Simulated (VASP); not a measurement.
# Bi2TeSe2 (R-3m) in VASP: single point with LDA

Aim: the single point of Bi2TeSe2 with LDA.

All numbers are computed with VASP 6.6.1; they aren't measurements. Logs are shortened: lines on timing, memory, paths and dates and some standing lists are left out, and cuts for length are marked.

## 1. The cell of the first run

Symmetry: R-3m, No. 166, trigonal system. The conventional cell has a = 4.232 Å, b = 4.232 Å, c = 28.989 Å, α = 90.00°, β = 90.00°, γ = 120.00°. Bi (site symmetry 3m) has 3 Se at 2.88 Å and 3 Te at 3.23 Å within 3.8 Å. Within 4.4 Å of Te (site symmetry -3m) lie 6 Bi at 3.23 Å and 6 Te at 4.23 Å and 6 Se at 4.37 Å. Se (site symmetry 3m) has 3 Bi at 2.88 Å and 3 Se at 3.43 Å within 3.8 Å.

## 2. Single point, LDA

Contents of INCAR:

```
PREC = Accurate
ENCUT = 520
EDIFF = 1E-6
ISMEAR = 0
SIGMA = 0.02
LREAL = F
LASPH = T
NELM = 100
ALGO = Normal
ISIF = 2
LWAVE = F
LCHARG = T
LELF = T
LVHAR = T
NBANDS = 32
```

Contents of KPOINTS:

```
regular mesh
0
Gamma
  12 12 12
```

Contents of POSCAR:

```
Bi2TeSe2
1.0
    2.1158631425      1.2215941549      9.6631341639
   -2.1158631425      1.2215941549      9.6631341639
    0.0000000000     -2.4431883097      9.6631341640
Bi Te Se
2 1 2
Direct
    0.4060507033      0.4060507033      0.4060507033
    0.5939492967      0.5939492967      0.5939492967
    0.0000000000      0.0000000000      0.0000000000
    0.2081675755      0.2081675755      0.2081675755
    0.7918324245      0.7918324245      0.7918324245
```

Potentials or basis: VASP PAW LDA potentials, release 64 (Bi_d, Te, Se).

On the command line:

```console
> cat potpaw_LDA.64/Bi_d/POTCAR potpaw_LDA.64/Te/POTCAR potpaw_LDA.64/Se/POTCAR > POTCAR
> mpirun -np 1 vasp_std > vasp.out
```

OUTCAR:

```text
PREC = Accurate
   ENCUT = 520
   EDIFF = 1E-6
   ISMEAR = 0
   LREAL = F
   LASPH = T
   NELM = 100
   ISIF = 2

 ion  position               nearest neighbor table
   1  0.406  0.406  0.406-   5 2.88   5 2.88   5 2.88   3 3.23   3 3.23   3 3.23
   2  0.594  0.594  0.594-   4 2.88   4 2.88   4 2.88   3 3.23   3 3.23   3 3.23
   3  0.000  0.000  0.000-   2 3.23   1 3.23   2 3.23   2 3.23   1 3.23   1 3.23
   4  0.208  0.208  0.208-   2 2.88   2 2.88   2 2.88
   5  0.792  0.792  0.792-   1 2.88   1 2.88   1 2.88

  LATTYP: Found a trigonal (rhomboedric) cell.
 ALAT       =     9.9672127993
 COS(alpha) =     0.9098724259

  Lattice vectors:

 A1 = (   2.1158631425,   1.2215941549,   9.6631341639)
 A2 = (  -2.1158631425,   1.2215941549,   9.6631341639)
 A3 = (   0.0000000000,  -2.4431883097,   9.6631341640)

Analysis of symmetry for initial positions (statically):
=====================================================================
 Subroutine PRICEL returns:
 Original cell was already a primitive cell.

 Routine SETGRP: Setting up the symmetry group for a
 trigonal (rhombohedral) supercell.

 Subroutine GETGRP returns: Found 12 space group operations
 (whereof 12 operations were pure point group operations)
 out of a pool of 12 trial point group operations.

The static configuration has the point symmetry D_3d.

Analysis of symmetry for dynamics (positions and initial velocities):
=====================================================================
 Subroutine PRICEL returns:
 Original cell was already a primitive cell.

 Routine SETGRP: Setting up the symmetry group for a
 trigonal (rhombohedral) supercell.

 Subroutine GETGRP returns: Found 12 space group operations
 (whereof 12 operations were pure point group operations)
 out of a pool of 12 trial point group operations.

The dynamic configuration has the point symmetry D_3d.

 Subroutine INISYM returns: Found 12 space group operations
 (whereof 12 operations are pure point group operations),
 and found     1 'primitive' translations

----------------------------------------------------------------------------------------

                                     Primitive cell

  volume of cell :     149.8593

  direct lattice vectors                    reciprocal lattice vectors
     2.115863142  1.221594155  9.663134164     0.236310180  0.136433746  0.034495364
    -2.115863142  1.221594155  9.663134164    -0.236310180  0.136433746  0.034495364
     0.000000000 -2.443188310  9.663134164     0.000000000 -0.272867492  0.034495364

  length of vectors
     9.967212799  9.967212799  9.967212799     0.275039267  0.275039267  0.275039267

  position of ions in fractional coordinates (direct lattice)
     0.406050703  0.406050703  0.406050703
     0.593949297  0.593949297  0.593949297
     0.000000000  0.000000000  0.000000000
     0.208167575  0.208167575  0.208167575
     0.791832425  0.791832425  0.791832425

  ion indices of the primitive-cell ions
   primitive index   ion index
                 1           1
                 2           2
                 3           3
                 4           4
                 5           5

----------------------------------------------------------------------------------------

 KPOINTS: regular mesh

Automatic generation of k-mesh.
 Grid dimensions read from file:
 generate k-points for:   12   12   12

 Generating k-lattice:

  Cartesian coordinates                     Fractional coordinates (reciprocal lattice)
     0.019692515  0.011369479  0.002874614     0.083333333  0.000000000 -0.000000000
    -0.019692515  0.011369479  0.002874614     0.000000000  0.083333333 -0.000000000
     0.000000000 -0.022738958  0.002874614    -0.000000000 -0.000000000  0.083333333

  Length of vectors
     0.022919939  0.022919939  0.022919939

  Shift w.r.t. Gamma in fractional coordinates (k-lattice)
     0.000000000  0.000000000  0.000000000

 Subroutine IBZKPT returns following result:
 ===========================================

 Found    189 irreducible k-points:

 Following reciprocal coordinates:
            Coordinates               Weight
  0.000000  0.000000  0.000000      1.000000
  0.083333 -0.000000 -0.000000      6.000000
  0.166667 -0.000000 -0.000000      6.000000
  0.250000 -0.000000 -0.000000      6.000000
  0.333333 -0.000000 -0.000000      6.000000
  0.416667 -0.000000 -0.000000      6.000000
[... 16 lines left out ...]
  0.500000  0.166667 -0.000000     12.000000
 -0.416667  0.166667  0.000000     12.000000
 [... further k-points ...]
   k-points           NKPTS =    189   k-points in BZ     NKDIM =    189   number of bands    NBANDS=     32
   number of dos      NEDOS =    301   number of ions     NIONS =      5
   total plane-waves  NPLWV = 512000
   dimension x,y,z NGX =    80 NGY =   80 NGZ =   80
   dimension x,y,z NGXF=   160 NGYF=  160 NGZF=  160
   ions per type =               2   1   2
   NGX,Y,Z   is equivalent  to a cutoff of  13.34, 13.34, 13.34 a.u.
   NGXF,Y,Z  is equivalent  to a cutoff of  26.69, 26.69, 26.69 a.u.
 SYSTEM =  unknown system
   PREC   = accura    normal or accurate (medium, high low for compatibility)
   ISTART =      0    job   : 0-new  1-cont  2-samecut
   ICHARG =      2    charge: 1-file 2-atom 10-const
   ISPIN  =      1    spin polarized calculation?
   LNONCOLLINEAR =      F non collinear calculations
   LSORBIT =      F    spin-orbit coupling
   LASPH  =      T    aspherical Exc in radial PAW
   ENCUT  =  520.0 eV  38.22 Ry    6.18 a.u.  18.53 18.53 18.53*2*pi/ulx,y,z
   NELM   =    100;   NELMIN=  2; NELMDL= -5     # of ELM steps
   EDIFF  = 0.1E-05   stopping-criterion for ELM
   LREAL  =      F    real-space projection
   EDIFFG = 0.1E-04   stopping-criterion for IOM
   NSW    =      0    number of steps for IOM
   IBRION =     -1    ionic relax: 0-MD 1-quasi-New 2-CG
   NFREE  =      0    steps in history (QN), initial steepest desc. (CG)
   ISIF   =      2    stress and relaxation
   ISYM   =      2    0-nonsym 1-usesym 2-fastsym
   POTIM  = 0.5000    time-step for ionic-motion
   TEBEG  =    0.0;   TEEND  =   0.0 temperature during run
   PSTRESS=    0.0 pullay stress
   NELECT =      48.0000    total number of electrons
   NUPDOWN=      -1.0000    fix difference up-down
   EMIN   =  10.00;   EMAX   =-10.00  energy-range for DOS
   EFERMI =   0.00;   METHOD = LEGACY
   ISMEAR =     0;   SIGMA  =   0.02  broadening in eV -4-tet -1-fermi 0-gaus
   EFERMI_NEDOS =   21; number of points for ismear=-14 and -15
   IALGO  =     38    algorithm
   IMIX   =      4    mixing-type and parameters
     AMIX     =   0.40;   BMIX     =  1.00
     AMIX_MAG =   1.60;   BMIX_MAG =  1.00
  volume/ion in A,a.u.               =      29.97       202.26
  Fermi-wavevector in a.u.,A,eV,Ry     =   1.120110  2.116701 17.070499  1.254646
  Thomas-Fermi vector in A             =   2.256754
   LORBIT       =      0    0 simple, 1 ext, 2 COOP (PROOUT), +10 PAW based schemes
   GGA     = CA    functional components
   LHFCALC =     F    Hartree Fock is set to
   AEXX    =    0.0000 exact exchange contribution
   IVDW    =     0    specifies the selected vdW correction
   LEPSILON=     F    determine dielectric tensor
   LRPA    =     F    only Hartree local field effects (RPA)
 non-spin polarized calculation
 Gauss-broadening in eV      SIGMA  =   0.02
  energy-cutoff  :      520.00
  volume of cell :      149.86
 maximum number of plane-waves:      4057
 NGX is ok and might be reduce to    80
   NGX = 37   NGY = 37   NGZ = 37

 number of electron      48.0000001 magnetization

 Free energy of the ion-electron system (eV)
  ---------------------------------------------------
  ext. energy  EPLUGINS =         0.00000000
  ---------------------------------------------------
  free energy    TOTEN  =       -22.65589242 eV

  energy without entropy =      -22.65589242  energy(sigma->0) =      -22.65589242

 E-fermi :   5.4274     XC(G=0):  -9.7619

 val. band max:        5.2816193642   @ k =   0.0000   0.0000   0.0000
 cond. band min:       5.7186810886   @ k =   0.0000   0.0000   0.0000
 fundamental gap:      0.4370617245
 Fermi energy:         5.4274122581

 k-point     1 :       0.0000    0.0000    0.0000
  band No.  band energies     occupation
      1     -17.7500      2.00000
      2     -17.7500      2.00000
      3     -17.7487      2.00000
      4     -17.7487      2.00000
      5     -17.7403      2.00000
      6     -17.7385      2.00000
[... 24 lines left out ...]
     31      10.3278      0.00000
     32      11.8611      0.00000

 k-point     2 :       0.0833   -0.0000   -0.0000
  band No.  band energies     occupation
      1     -17.7511      2.00000
      2     -17.7496      2.00000
      3     -17.7490      2.00000
      4     -17.7476      2.00000
      5     -17.7394      2.00000
      6     -17.7376      2.00000
[... 24 lines left out ...]
     31      10.3397      0.00000
     32      11.0554      0.00000

 k-point     3 :       0.1667   -0.0000   -0.0000
  band No.  band energies     occupation
      1     -17.7540      2.00000
      2     -17.7523      2.00000
      3     -17.7464      2.00000
      4     -17.7450      2.00000
      5     -17.7373      2.00000
      6     -17.7357      2.00000
[... 24 lines left out ...]
     31       9.9375      0.00000
     32      10.9051      0.00000

 k-point     4 :       0.2500   -0.0000   -0.0000
  band No.  band energies     occupation
      1     -17.7583      2.00000
      2     -17.7562      2.00000
      3     -17.7440      2.00000
      4     -17.7424      2.00000
      5     -17.7372      2.00000
      6     -17.7351      2.00000
[... 654 lines left out ...]
     31      10.0033      0.00000
     32      10.8040      0.00000

 k-point    23 :       0.5000    0.1667   -0.0000
  band No.  band energies     occupation
      1     -17.7625      2.00000
      2     -17.7604      2.00000
      3     -17.7457      2.00000
      4     -17.7431      2.00000
      5     -17.7366      2.00000
      6     -17.7348      2.00000
[... 24 lines left out ...]
     31       9.9414      0.00000
     32      10.7858      0.00000

 k-point    24 :      -0.4167    0.1667    0.0000
  band No.  band energies     occupation
      1     -17.7633      2.00000
      2     -17.7610      2.00000
      3     -17.7460      2.00000
      4     -17.7431      2.00000
      5     -17.7369      2.00000
      6     -17.7351      2.00000
[... 24 lines left out ...]
     31       9.8364      0.00000
     32      10.8215      0.00000

 [... further k-points ...]
[... 5 lines left out ...]
  --------------------------------------------------------------------------------------
  -------------------------------------------------------------------------------------
  Total       -1.5146002     -1.5146002     -1.6379996      0.0000000      0.0000000      0.0000000
  in kB      -16.1929062    -16.1929062    -17.5121954      0.0000000      0.0000000      0.0000000
  external PRESSURE =     -16.6326692 kB  Pullay stress =       0.0000000 kB

 VOLUME and BASIS-vectors are now :
 -----------------------------------------------------------------------------
  energy-cutoff  :      520.00
  volume of cell :      149.86
      direct lattice vectors                 reciprocal lattice vectors
     2.115863142  1.221594155  9.663134164     0.236310180  0.136433746  0.034495364
    -2.115863142  1.221594155  9.663134164    -0.236310180  0.136433746  0.034495364
     0.000000000 -2.443188310  9.663134164     0.000000000 -0.272867492  0.034495364

 POSITION                                       TOTAL-FORCE (eV/Angst)
 -----------------------------------------------------------------------------------
      0.00000      0.00000     11.77117         0.000000      0.000000      0.028280
      0.00000      0.00000     17.21824         0.000000     -0.000000     -0.028280
      0.00000      0.00000      0.00000         0.000000     -0.000000      0.000000
      0.00000      0.00000      6.03465         0.000000      0.000000      0.104857
      0.00000      0.00000     22.95475         0.000000     -0.000000     -0.104857
 -----------------------------------------------------------------------------------
    total drift:                               -0.000000      0.000000     -0.000000

  FREE ENERGIE OF THE ION-ELECTRON SYSTEM (eV)
  ---------------------------------------------------
  free  energy   TOTEN  =       -22.6558924205 eV

  energy  without entropy=      -22.6558924205  energy(sigma->0) =      -22.65589242
```

It took 2 h on 1 thread of Oxide Virtual Turin-like, shared host; peak memory 1.2 GiB.

Results:

```yaml
Free_energy: -22.6559 eV
Pressure: -1.7 GPa
Largest_force: 0.105 eV/Å
Band_gap_on_the_k_mesh: 0.44 eV
```

Forces in eV/Å, atoms in the order of the input:
```
Bi   0.000  0.000  0.028
Bi   0.000  0.000 -0.028
Te   0.000  0.000  0.000
Se   0.000  0.000  0.105
Se   0.000  0.000 -0.105
```

Caveat: spin-orbit coupling is left out, which moves the levels of the heavy elements.
